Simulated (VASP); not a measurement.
# In3As3H7 in VASP: single point with PBE

Aim: the single point of In3As3H7 with PBE.

Program: VASP 6.6.1. These are calculated values, not measurements. Logs are shortened: lines on timing, memory, paths and dates and some standing lists are left out, and cuts for length are marked.

### Step 1. The cell of the first run

The cell holds a wire or tube with vacuum around it, 26 atoms: a = 18.600 Å, b = 18.900 Å, c = 6.186 Å, α = 90.00°, β = 90.00°, γ = 90.00°.

### Step 2. Single point, PBE

File INCAR:

```
  PREC = Accurate
  ENCUT = 520
  EDIFF = 1E-6
  ISMEAR = 0
  SIGMA = 0.05
  LREAL = Auto
  LASPH = True
  NELM = 60
  ALGO = Normal
  ISIF = 2
  LWAVE = False
  LCHARG = True
  GGA = PE
  LELF = True
  LVHAR = True
  NBANDS = 80
```

File KPOINTS:

```
Automatic mesh
0
Gamma
  1 1 9
```

File POSCAR:

```
In3As3H7
1.0
   18.6000000000      0.0000000000      0.0000000000
    0.0000000000     18.9000000000      0.0000000000
    0.0000000000      0.0000000000      6.1863269440
In As H
6 6 14
Direct
    0.5381603408      0.5375546211      0.0000000000
    0.5381603408      0.3738951781      0.5000000000
    0.5381603408      0.7012140640      0.5000000000
    0.3718612294      0.5375546211      0.5000000000
    0.7044594522      0.5375546211      0.5000000000
    0.3718612294      0.3738951781      0.0000000000
    0.6213098965      0.6193843426      0.7500000000
    0.2887116737      0.4557248996      0.2500000000
    0.6213098965      0.4557248996      0.2500000000
    0.4550107851      0.2920654566      0.2500000000
    0.4550107851      0.6193843426      0.2500000000
    0.4550107851      0.4557248996      0.7500000000
    0.6684912088      0.6658167452      0.8918567782
    0.5921705272      0.3207422962      0.6623886803
    0.5921705272      0.7543669460      0.3376113197
    0.4841501543      0.7543669460      0.6623886803
    0.2415303614      0.5021573022      0.1081432218
    0.2415303614      0.4092924970      0.3918567782
    0.6684912088      0.4092924970      0.1081432218
    0.3178510429      0.5907075030      0.6623886803
    0.7584696386      0.5907075030      0.3376113197
    0.7584696386      0.4844017392      0.6623886803
    0.5021920974      0.2456330540      0.1081432218
    0.4078294728      0.2456330540      0.3918567782
    0.4078294728      0.6658167452      0.1081432218
    0.3178510429      0.3207422962      0.8376113197
```

Potentials or basis: VASP PAW PBE potentials, release 64 (In_d, As, H).

Command:

```console
$ cat potpaw_PBE.64/In_d/POTCAR potpaw_PBE.64/As/POTCAR potpaw_PBE.64/H/POTCAR > POTCAR
$ mpirun -np 1 vasp_std > vasp.out
```

OUTCAR:

```text
PREC = Accurate
   ENCUT = 520
   EDIFF = 1E-6
   ISMEAR = 0
   LREAL = Auto
   LASPH = True
   NELM = 60
   ISIF = 2
   GGA = PE

 ion  position               nearest neighbor table
   1  0.538  0.538  0.000-  11 2.68  12 2.68   7 2.68   9 2.68
   2  0.538  0.374  0.500-  14 1.74  12 2.68  10 2.68   9 2.68
   3  0.538  0.701  0.500-  15 1.74  16 1.74  11 2.68   7 2.68
   4  0.372  0.538  0.500-  20 1.74   8 2.68  12 2.68  11 2.68
   5  0.704  0.538  0.500-  21 1.74  22 1.74   7 2.68   9 2.68
   6  0.372  0.374  0.000-  26 1.74   8 2.68  12 2.68  10 2.68
   7  0.621  0.619  0.750-  13 1.52   3 2.68   5 2.68   1 2.68
   8  0.289  0.456  0.250-  17 1.52  18 1.52   4 2.68   6 2.68
   9  0.621  0.456  0.250-  19 1.52   5 2.68   1 2.68   2 2.68
  10  0.455  0.292  0.250-  23 1.52  24 1.52   2 2.68   6 2.68
  11  0.455  0.619  0.250-  25 1.52   3 2.68   1 2.68   4 2.68
  12  0.455  0.456  0.750-   1 2.68   2 2.68   4 2.68   6 2.68
  13  0.668  0.666  0.892-   7 1.52
  14  0.592  0.321  0.662-   2 1.74
  15  0.592  0.754  0.338-   3 1.74
  16  0.484  0.754  0.662-   3 1.74
  17  0.242  0.502  0.108-   8 1.52
  18  0.242  0.409  0.392-   8 1.52
  19  0.668  0.409  0.108-   9 1.52
  20  0.318  0.591  0.662-   4 1.74
  21  0.758  0.591  0.338-   5 1.74
  22  0.758  0.484  0.662-   5 1.74
  23  0.502  0.246  0.108-  10 1.52
  24  0.408  0.246  0.392-  10 1.52
  25  0.408  0.666  0.108-  11 1.52
  26  0.318  0.321  0.838-   6 1.74

  LATTYP: Found a simple orthorhombic cell.
 ALAT       =     6.1863269440
 B/A-ratio  =     3.0066306175
 C/A-ratio  =     3.0551246598

  Lattice vectors:

 A1 = (   0.0000000000,   0.0000000000,   6.1863269440)
 A2 = (  18.6000000000,   0.0000000000,   0.0000000000)
 A3 = (   0.0000000000,  18.9000000000,   0.0000000000)

Analysis of symmetry for initial positions (statically):
=====================================================================
 Subroutine PRICEL returns:
 Original cell was already a primitive cell.

 Routine SETGRP: Setting up the symmetry group for a
 simple orthorhombic supercell.

 Subroutine GETGRP returns: Found  1 space group operations
 (whereof  1 operations were pure point group operations)
 out of a pool of  8 trial point group operations.

The static configuration has the point symmetry C_1 .

Analysis of symmetry for dynamics (positions and initial velocities):
=====================================================================
 Subroutine PRICEL returns:
 Original cell was already a primitive cell.

 Routine SETGRP: Setting up the symmetry group for a
 simple orthorhombic supercell.

 Subroutine GETGRP returns: Found  1 space group operations
 (whereof  1 operations were pure point group operations)
 out of a pool of  8 trial point group operations.

The dynamic configuration has the point symmetry C_1 .

 Subroutine INISYM returns: Found  1 space group operations
 (whereof  1 operations are pure point group operations),
 and found     1 'primitive' translations

----------------------------------------------------------------------------------------

                                     Primitive cell

  volume of cell :    2174.7414

  direct lattice vectors                    reciprocal lattice vectors
    18.600000000  0.000000000  0.000000000     0.053763441  0.000000000  0.000000000
     0.000000000 18.900000000  0.000000000     0.000000000  0.052910053  0.000000000
     0.000000000  0.000000000  6.186326944     0.000000000  0.000000000  0.161646807

  length of vectors
    18.600000000 18.900000000  6.186326944     0.053763441  0.052910053  0.161646807

  position of ions in fractional coordinates (direct lattice)
     0.538160341  0.537554621  0.000000000
     0.538160341  0.373895178  0.500000000
     0.538160341  0.701214064  0.500000000
     0.371861229  0.537554621  0.500000000
     0.704459452  0.537554621  0.500000000
     0.371861229  0.373895178  0.000000000
[... 18 lines left out ...]
     0.407829473  0.665816745  0.108143222
     0.317851043  0.320742296  0.837611320

  ion indices of the primitive-cell ions
   primitive index   ion index
                 1           1
                 2           2
                 3           3
                 4           4
                 5           5
                 6           6
[... 18 lines left out ...]
                25          25
                26          26

----------------------------------------------------------------------------------------

 KPOINTS: Automatic mesh

Automatic generation of k-mesh.
 Grid dimensions read from file:
 generate k-points for:    1    1    9

 Generating k-lattice:

  Cartesian coordinates                     Fractional coordinates (reciprocal lattice)
     0.053763441  0.000000000  0.000000000     1.000000000  0.000000000  0.000000000
     0.000000000  0.052910053  0.000000000     0.000000000  1.000000000  0.000000000
     0.000000000  0.000000000  0.017960756     0.000000000  0.000000000  0.111111111

  Length of vectors
     0.053763441  0.052910053  0.017960756

  Shift w.r.t. Gamma in fractional coordinates (k-lattice)
     0.000000000  0.000000000  0.000000000

 Subroutine IBZKPT returns following result:
 ===========================================

 Found      5 irreducible k-points:

 Following reciprocal coordinates:
            Coordinates               Weight
  0.000000  0.000000  0.000000      1.000000
  0.000000  0.000000  0.111111      2.000000
  0.000000  0.000000  0.222222      2.000000
  0.000000  0.000000  0.333333      2.000000
  0.000000  0.000000  0.444444      2.000000
   k-points           NKPTS =      5   k-points in BZ     NKDIM =      5   number of bands    NBANDS=     80
   number of dos      NEDOS =    301   number of ions     NIONS =     26
   total plane-waves  NPLWV = 967680
   dimension x,y,z NGX =   140 NGY =  144 NGZ =   48
   dimension x,y,z NGXF=   280 NGYF=  288 NGZF=   96
   ions per type =               6   6  14
   NGX,Y,Z   is equivalent  to a cutoff of  12.51, 12.67, 12.90 a.u.
   NGXF,Y,Z  is equivalent  to a cutoff of  25.03, 25.33, 25.80 a.u.
 SYSTEM =  unknown system
   PREC   = accura    normal or accurate (medium, high low for compatibility)
   ISTART =      0    job   : 0-new  1-cont  2-samecut
   ICHARG =      2    charge: 1-file 2-atom 10-const
   ISPIN  =      1    spin polarized calculation?
   LNONCOLLINEAR =      F non collinear calculations
   LSORBIT =      F    spin-orbit coupling
   LASPH  =      T    aspherical Exc in radial PAW
   ENCUT  =  520.0 eV  38.22 Ry    6.18 a.u.  34.58 35.14 11.50*2*pi/ulx,y,z
   NELM   =     60;   NELMIN=  2; NELMDL= -5     # of ELM steps
   EDIFF  = 0.1E-05   stopping-criterion for ELM
   LREAL  =      T    real-space projection
   EDIFFG = 0.1E-04   stopping-criterion for IOM
   NSW    =      0    number of steps for IOM
   IBRION =     -1    ionic relax: 0-MD 1-quasi-New 2-CG
   NFREE  =      0    steps in history (QN), initial steepest desc. (CG)
   ISIF   =      2    stress and relaxation
   ISYM   =      2    0-nonsym 1-usesym 2-fastsym
   POTIM  = 0.5000    time-step for ionic-motion
   TEBEG  =    0.0;   TEEND  =   0.0 temperature during run
   PSTRESS=    0.0 pullay stress
   NELECT =     122.0000    total number of electrons
   NUPDOWN=      -1.0000    fix difference up-down
   EMIN   =  10.00;   EMAX   =-10.00  energy-range for DOS
   EFERMI =   0.00;   METHOD = LEGACY
   ISMEAR =     0;   SIGMA  =   0.05  broadening in eV -4-tet -1-fermi 0-gaus
   EFERMI_NEDOS =   21; number of points for ismear=-14 and -15
   IALGO  =     38    algorithm
   IMIX   =      4    mixing-type and parameters
     AMIX     =   0.40;   BMIX     =  1.00
     AMIX_MAG =   1.60;   BMIX_MAG =  1.00
  volume/ion in A,a.u.               =      83.64       564.46
  Fermi-wavevector in a.u.,A,eV,Ry     =   0.626699  1.184289  5.343708  0.392751
  Thomas-Fermi vector in A             =   1.688042
   LORBIT       =      0    0 simple, 1 ext, 2 COOP (PROOUT), +10 PAW based schemes
   GGA     = PE    functional components
   LHFCALC =     F    Hartree Fock is set to
   AEXX    =    0.0000 exact exchange contribution
   IVDW    =     0    specifies the selected vdW correction
   LEPSILON=     F    determine dielectric tensor
   LRPA    =     F    only Hartree local field effects (RPA)
 non-spin polarized calculation
 Gauss-broadening in eV      SIGMA  =   0.05
  energy-cutoff  :      520.00
  volume of cell :     2174.74
 maximum number of plane-waves:     58651
 NGX is ok and might be reduce to   140
   NGX = 69   NGY = 71   NGZ = 23

 number of electron     121.9999982 magnetization

 Free energy of the ion-electron system (eV)
  ---------------------------------------------------
  ext. energy  EPLUGINS =         0.00000000
  ---------------------------------------------------
  free energy    TOTEN  =       -86.82839041 eV

  energy without entropy =      -86.82839041  energy(sigma->0) =      -86.82839041

 E-fermi :  -3.8308     XC(G=0):  -2.3818

 val. band max:       -4.0651223952   @ k =   0.0000   0.0000   0.0000
 cond. band min:      -1.9527047254   @ k =   0.0000   0.0000   0.0000
 fundamental gap:      2.1124176698
 Fermi energy:        -3.8307553604

 k-point     1 :       0.0000    0.0000    0.0000
  band No.  band energies     occupation
      1     -18.0945      2.00000
      2     -18.0688      2.00000
      3     -18.0467      2.00000
      4     -17.9178      2.00000
      5     -17.9055      2.00000
      6     -17.7250      2.00000
[... 65 lines left out ...]
     72       0.2186      0.00000
     73       0.2242      0.00000

 k-point     2 :       0.0000    0.0000    0.1111
  band No.  band energies     occupation
      1     -18.0945      2.00000
      2     -18.0685      2.00000
      3     -18.0467      2.00000
      4     -17.9176      2.00000
      5     -17.9056      2.00000
      6     -17.7273      2.00000
[... 65 lines left out ...]
     72       0.2525      0.00000
     73       0.2729      0.00000

 k-point     3 :       0.0000    0.0000    0.2222
  band No.  band energies     occupation
      1     -18.0943      2.00000
      2     -18.0677      2.00000
      3     -18.0467      2.00000
      4     -17.9170      2.00000
      5     -17.9059      2.00000
      6     -17.7314      2.00000
[... 65 lines left out ...]
     72       0.3566      0.00000
     73       0.3826      0.00000

 k-point     4 :       0.0000    0.0000    0.3333
  band No.  band energies     occupation
      1     -18.0942      2.00000
      2     -18.0668      2.00000
      3     -18.0467      2.00000
      4     -17.9163      2.00000
      5     -17.9061      2.00000
      6     -17.7351      2.00000
[... 65 lines left out ...]
     72       0.3781      0.00000
     73       0.5650      0.00000

 k-point     5 :       0.0000    0.0000    0.4444
  band No.  band energies     occupation
      1     -18.0941      2.00000
      2     -18.0662      2.00000
      3     -18.0467      2.00000
      4     -17.9158      2.00000
      5     -17.9063      2.00000
      6     -17.7372      2.00000
[... 65 lines left out ...]
     72       0.5524      0.00000
     73       0.6544      0.00000
 [bands above 73 left out]

------------------------ aborting loop because EDIFF is reached ----------------------------------------

  FORCE on cell =-STRESS in cart. coord.  units (eV):
  Direction    XX          YY          ZZ          XY          YZ          ZX
  --------------------------------------------------------------------------------------
  -------------------------------------------------------------------------------------
  Total        0.1237476      0.1264782      0.0574784      0.2005736      1.3928298      1.4002794
  in kB        0.0911675      0.0931791      0.0423455      0.1477668      1.0261267      1.0316150
  external PRESSURE =       0.0755640 kB  Pullay stress =       0.0000000 kB

 VOLUME and BASIS-vectors are now :
 -----------------------------------------------------------------------------
  energy-cutoff  :      520.00
  volume of cell :     2174.74
      direct lattice vectors                 reciprocal lattice vectors
    18.600000000  0.000000000  0.000000000     0.053763441  0.000000000  0.000000000
     0.000000000 18.900000000  0.000000000     0.000000000  0.052910053  0.000000000
     0.000000000  0.000000000  6.186326944     0.000000000  0.000000000  0.161646807

 POSITION                                       TOTAL-FORCE (eV/Angst)
 -----------------------------------------------------------------------------------
     10.00978     10.15978      0.00000         0.318763      0.315966     -0.187473
     10.00978      7.06662      3.09316         0.575688     -0.038555      0.326276
     10.00978     13.25295      3.09316         0.187520      0.930016      0.241687
      6.91662     10.15978      3.09316        -0.022527      0.562800      0.329365
     13.10295     10.15978      3.09316         0.942838      0.160972      0.245518
      6.91662      7.06662      0.00000        -0.221414     -0.195226     -0.701366
[... 18 lines left out ...]
      7.58563     12.58394      0.66901        -0.031874     -0.041073     -0.058075
      5.91203      6.06203      5.18174        -0.103875     -0.103319     -0.086725
 -----------------------------------------------------------------------------------
    total drift:                                0.007658     -0.020167      0.000904

  FREE ENERGIE OF THE ION-ELECTRON SYSTEM (eV)
  ---------------------------------------------------
  free  energy   TOTEN  =       -86.8283904134 eV

  energy  without entropy=      -86.8283904134  energy(sigma->0) =      -86.82839041
```

Run time: 41 min. Hardware: 1 thread of Oxide Virtual Turin-like, shared host; peak memory 2 GiB.

Results:

```yaml
Free_energy: -86.8284 eV
Largest_force: 0.987 eV/Å
Band_gap_on_the_k_mesh: 2.11 eV
```

Forces on the atoms (eV/Å):
```
In   0.319  0.316 -0.187
In   0.576 -0.039  0.326
In   0.188  0.930  0.242
In  -0.023  0.563  0.329
In   0.943  0.161  0.246
In  -0.221 -0.195 -0.701
As  -0.576 -0.562 -0.451
As   0.886 -0.016  0.125
As  -0.722  0.252  0.295
As  -0.036  0.889  0.129
As   0.250 -0.721  0.296
As  -0.072 -0.074 -0.265
H   -0.020 -0.019  0.019
H    0.002 -0.146  0.081
H    0.149 -0.182 -0.228
H   -0.277 -0.137  0.156
H   -0.271 -0.269  0.135
H   -0.332  0.151 -0.242
H   -0.042 -0.031 -0.058
H   -0.146  0.003  0.081
H   -0.182  0.150 -0.229
H   -0.137 -0.276  0.156
H   -0.270 -0.270  0.135
H    0.150 -0.331 -0.242
H   -0.032 -0.041 -0.058
H   -0.104 -0.103 -0.087
```

Levels at points of the mesh, in eV from the valence-band top:
| k point | band 58 | band 59 | band 60 | band 61 | band 62 | band 63 | band 64 | band 65 |
| --- | --- | --- | --- | --- | --- | --- | --- | --- |
| (0.00, 0.00, 0.00) | -0.53 | -0.53 | -0.02 | 0.00 | 2.11 | 3.06 | 3.08 | 3.29 |

Caveat: spin-orbit coupling is left out, which moves the levels of the heavy elements.
